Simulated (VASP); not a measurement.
Runs of VASP 6.6.1 on FeCo3. The structure is that of space group Pm-3m (No. 221), or close to it. The cells are those of the table. 

```tsv
cell	k mesh	smearing	gap on the mesh (eV)	pressure (GPa)	moment (μB)
a = 3.556 Å, 4 atoms	12 × 12 × 12	gaussian 0.1 eV	none	-12.0	7.43
a = 3.488 Å, 4 atoms	12 × 12 × 12	gaussian 0.1 eV	none	-0.6	7.18
a = 3.488 Å, 4 atoms	10 × 10 × 10	gaussian 0.15 eV	none	-0.3	7.22
a = 3.522 Å, 4 atoms	12 × 12 × 12	gaussian 0.1 eV	none	(b)	(a)
```

Alike in all rows: task single point; level PBEsol; potentials or basis VASP PAW PBE potentials, release 64 (Fe, Co); spin collinear, ferromagnetic start; cutoff (eV) 520.

**Question.** Fill in the values left out.

**Answer.** (a) 7.29; (b) -6.8.

Caveats: the PAW data sets were made with another functional, which shifts forces and pressure a little.

A gap of «none» marks levels without a gap at the run's occupations.
